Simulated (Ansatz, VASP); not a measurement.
# Se in VASP and in Ansatz

```xyz
3
Lattice="4.0681 0.0000 0.0000 -2.0341 3.5231 0.0000 0.0000 0.0000 5.1277" Properties=species:S:1:pos:R:3 pbc="T T T"
Se    1.0062    0.0000    1.7092
Se   -0.5031    0.8714    3.4185
Se    1.5310    2.6517    0.0000
```

Alike in both runs: task relaxation of cell and atoms; functional PBE; dispersion D3(BJ); k mesh 12 × 12 × 8; occupations gaussian, width 0.02 eV; no spin polarisation.

|  | VASP | Ansatz |
| --- | --- | --- |
| version | VASP 6.6.1 | Ansatz 0.2.0 |
| potentials or method | VASP PAW PBE potentials, release 64 (Se), cutoff 600 eV | scalar-relativistic, plane waves, PAW |
| valence electrons in the cell | 18 | 48 |

```csv
,VASP,Ansatz,Ansatz less VASP
"gap on the k mesh at the Fermi level, each at its own relaxed structure (eV)",0.51,0.52,+0.012
relaxed volume (Å³/atom),24.52,24.50,-0.027
relaxed cell length with the largest relative difference (Å),5.131,5.128,-0.0031
```

VASP's potentials hold 18 valence electrons a cell and Ansatz's 48, so a difference there can come from the potentials and not from the codes.
